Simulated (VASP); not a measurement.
**Hg: single point with PBE+D3(BJ)**

The system is Hg.

```
Hg
1.0
     5.37888    0.00000    0.00000
    -2.68944    4.65825    0.00000
     0.00000    0.00000    3.16999
Hg
3
Direct
  0.33333 0.66667 0.50000
  0.00000 0.00000 0.00000
  0.66667 0.33333 0.50000
```

| Quantity | Value |
| --- | --- |
| Program | VASP 6.6.1 |
| Task | single point |
| Functional | PBE |
| Dispersion | D3(BJ) |
| Potentials or basis | VASP PAW PBE potentials, release 64 (Hg) |
| Cutoff | 520 eV |
| k mesh | 9 × 9 × 14 |
| Occupations | gaussian, width 0.1 eV |
| Spin | no spin polarisation |
| Dipole correction | no |
| Further INCAR settings | ALGO = Normal; EDIFF = 1e-06; NBANDS = 25 |

The pressure is -0.5 GPa. The band gap on the k mesh is zero (bands 18 and 19 overlap by 3.27 eV). The dispersion energy per atom is -0.396 eV.

Levels at points of the mesh, in eV from the Fermi level:
```tsv
k point	band 14	band 15	band 16	band 17	band 18	band 19	band 20	band 21	band 22	band 23
(0.00, 0.00, 0.00)	-6.24	-5.77	-5.77	-1.35	-0.97	1.81	1.81	1.88	1.88	8.20
(0.00, 0.00, 0.50)	-5.88	-5.52	-3.27	-2.77	2.25	3.08	3.28	3.66	4.08	4.08
```

Wall time 61 s on 1 thread of AMD EPYC 9R45 96-Core Processor (Zen 5), with other jobs on the host, peak memory 0.26 GiB.

Caveat: spin-orbit coupling is left out, which moves the levels of the heavy elements.
